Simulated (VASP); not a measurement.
Here is a VASP 6.6.1 calculation.

Contents of INCAR:

```
  PREC = Accurate
  ENCUT = 600
  EDIFF = 1E-6
  ISMEAR = 0
  SIGMA = 0.1
  LREAL = False
  LASPH = True
  NELM = 60
  ALGO = Normal
  ISIF = 4
  LWAVE = False
  LCHARG = False
  GGA = PE
  IBRION = 2
  NSW = 50
  EDIFFG = -0.01
```

KPOINTS

```
Automatic mesh
0
Gamma
  8 8 4
```

File POSCAR:

```
LaNbO
1.0
    3.4674515160      0.0000000000      0.0000000000
    0.0000000000      3.4674515160      0.0000000000
    0.0000000000      0.0000000000      8.0129407254
La Nb O
2 2 2
Direct
    0.5000000000      0.0000000000      0.8413301781
    0.0000000000      0.5000000000      0.1586698219
    0.0000000000      0.5000000000      0.5680794948
    0.5000000000      0.0000000000      0.4319205052
    0.0000000000      0.5000000000      0.8394873130
    0.5000000000      0.0000000000      0.1605126870
```

Potentials or basis: VASP PAW PBE potentials, release 64 (La, Nb_sv, O).

The run is started by

```bash
$ cat potpaw_PBE.64/La/POTCAR potpaw_PBE.64/Nb_sv/POTCAR potpaw_PBE.64/O/POTCAR > POTCAR
$ mpirun -np 1 vasp_std > vasp.out
```

Task: Predict the band gap on the k mesh.

Result: Zero (bands 30 and 31 overlap by 0.79 eV).

Forces on the atoms (eV/Å):
```
La   0.000  0.000 -0.003
La   0.000  0.000  0.003
Nb   0.000  0.000  0.004
Nb   0.000  0.000 -0.004
O    0.000  0.000 -0.004
O    0.000  0.000  0.004
```

Caveat: spin-orbit coupling is left out, which moves the levels of the heavy elements.
